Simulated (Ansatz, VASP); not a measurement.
**One calculation of Y, two programs**

The input INCAR:

```
SYSTEM = Y
  PREC = Accurate
  ENCUT = 520
  EDIFF = 1E-8
  ISMEAR = -1
  SIGMA = 0.05
  LREAL = .False.
  LASPH = .True.
  NELM = 60
  ALGO = Normal
  ISIF = 2
  LWAVE = .False.
  LCHARG = .False.
  GGA = PE
  LEFG = .True.
  NBANDS = 18
```

KPOINTS

```
Automatic mesh
0
Gamma
  10 10 6
  0 0 0
```

Contents of POSCAR:

```
Y
1.0
    3.6425693921      0.0000000000      0.0000000000
   -1.8212846960      3.1545576286      0.0000000000
    0.0000000000      0.0000000000      5.8791583500
Y
2
Direct
    0.3333333333      0.6666666667      0.2500000000
    0.6666666667      0.3333333333      0.7500000000
```

Input for Ansatz:

```yaml
crystal:
  lattice:
    - [3.6425693921, 0.0, 0.0]
    - [-1.821284696, 3.1545576286, 0.0]
    - [0.0, 0.0, 5.87915835]
  atoms:
    - { symbol: "Y", position: [0.3333333333, 0.6666666667, 0.25] }
    - { symbol: "Y", position: [0.6666666667, 0.3333333333, 0.75] }
kpoints:
  mp_grid: { grid: [10, 10, 6] }
scf:
  occupations: { method: fermi_dirac, width: 0.05 }
hamiltonian:
  xc: pbe
  pseudopotentials: { kind: paw }
output:
  forces: true
  stress: true
  populations: true
  efg: { contact_densities: true }
```

Alike in both runs: task electric field gradients; functional PBE; k mesh 10 × 10 × 6; occupations fermi-dirac, width 0.05 eV; no spin polarisation.

|  | VASP | Ansatz |
| --- | --- | --- |
| version | VASP 6.6.1 | Ansatz 0.2.0 |
| potentials or method | VASP PAW PBE potentials, release 64 (Y_sv) | plane-wave PAW, scalar-relativistic |
| plane-wave cutoff (eV) | 520 | 420 |
| valence electrons in the cell | 22 | 22 |

VASP gave:

- pressure (GPa): -1.2
- traceless stress, the component that is largest in VASP (GPa): -1.48
- size of Vzz on the site where it differs most (V/Å²): 18.1

Task: What did Ansatz give for the same quantities?

Result: Pressure (GPa): -1.1; traceless stress, the component that is largest in VASP (GPa): -1.48; size of Vzz on the site where it differs most (V/Å²): 19.1.
